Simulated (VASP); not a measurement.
Wanted: the native input for a VASP 6.6.1 run.

```
Task                      : relaxation of the atoms
Functional                : PBE
Potentials or basis       : VASP PAW PBE potentials, release 64 (Na_pv)
Cutoff                    : 520 eV
k mesh                    : 7 × 7 × 1
Occupations               : gaussian, width 0.1 eV
Spin                      : no spin polarisation
Dipole correction         : yes
Atoms held fixed (from 0) : [0]
Further INCAR settings    : ALGO = Normal; EDIFF = 1e-06; IBRION = 2; EDIFFG = -0.03; NSW = 70
```

The structure of Na lies in POSCAR:

```
Na
1.0
    4.1953190571      0.0000000000      0.0000000000
    0.0000000000      4.1953190571      0.0000000000
    0.0000000000      0.0000000000     18.1953190571
Na
3
Selective dynamics
Direct
    0.5000000000      0.5000000000      0.3847143311  F F F
    0.0000000000      0.0000000000      0.5000000000  T T T
    0.5000000000      0.5000000000      0.6152856689  T T T
```

The input as run:

INCAR

```
PREC = Accurate ; ENCUT = 520
EDIFF = 1E-6 ; ISMEAR = 0
SIGMA = 0.1 ; LREAL = F
LASPH = T ; NELM = 80
ALGO = Normal ; ISIF = 2
LWAVE = F ; LCHARG = F
LDIPOL = T ; IDIPOL = 3
DIPOL = 0.5 0.5 0.500 ; GGA = PE
IBRION = 2 ; NSW = 70
EDIFFG = -0.03
```

KPOINTS

```
Automatic mesh
0
Gamma
  7 7 1
```

Potentials or basis: VASP PAW PBE potentials, release 64 (Na_pv).

Command:

```console
$ cat potpaw_PBE.64/Na_pv/POTCAR > POTCAR
$ mpirun -np 1 vasp_std > vasp.out
```

It gave:

```
Band gap on the k mesh : zero (an odd number of electrons rules out a gap without spin polarisation)
```

Caveat: the relaxation stopped at its first step, so nothing moved.

Wall time 96 s on 1 thread of AMD EPYC 7R43 64-Core Processor (Zen 3), on a shared host, peak memory 0.32 GiB.
